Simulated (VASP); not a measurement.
Set up this calculation in VASP 6.6.1, as the native input.

```yaml
Task: single point
Functional: PBE
Dispersion: D3(BJ)
Potentials_or_basis: VASP PAW PBE potentials, release 64 (Al)
Cutoff: 520 eV
k_mesh: 10 × 10 × 10
Occupations: gaussian, width 0.1 eV
Spin: no spin polarisation
Dipole_correction: no
Further_INCAR_settings: ALGO = Normal; EDIFF = 1e-06; NBANDS = 14
```

The structure of Al lies in POSCAR:

```
Al
1.0
    3.9820785888      0.0000000000      0.0000000000
    0.0000000000     -3.9820785888      0.0000000000
    0.0000000000      0.0000000000     -3.9820785888
Al
4
Direct
    0.0000000000      0.5000000000      0.5000000000
    0.5000000000      0.0000000000      0.5000000000
    0.5000000000      0.5000000000      0.0000000000
    0.0000000000      0.0000000000      0.0000000000
```

The input as run:

INCAR

```
SYSTEM = Al
PREC = Accurate
ENCUT = 520
EDIFF = 1E-6
ISMEAR = 0
SIGMA = 0.1
LREAL = .FALSE.
LASPH = .TRUE.
NELM = 60
ALGO = Normal
ISIF = 2
LWAVE = .FALSE.
LCHARG = .FALSE.
GGA = PE
IVDW = 12
NBANDS = 14
```

KPOINTS

```
regular mesh
0
G
  10 10 10
  0 0 0
```

Potentials or basis: VASP PAW PBE potentials, release 64 (Al).

Command:

```console
$ cat potpaw_PBE.64/Al/POTCAR > POTCAR
$ mpirun -np 1 vasp_std > vasp.out
```

Results of the run:

```
Pressure                   : 0.1 GPa
Band gap on the k mesh     : zero (band 6 reaches 9.80 eV, above the bottom of band 7 at 4.03 eV)
Dispersion energy per atom : -0.352 eV
```

Caveat: pairwise dispersion overbinds metals, which lowers pressure and volume.

Wall time 19 s on 1 thread of Intel(R) Xeon(R) Platinum 8488C (Sapphire Rapids) (shared host), peak memory 0.18 GiB.
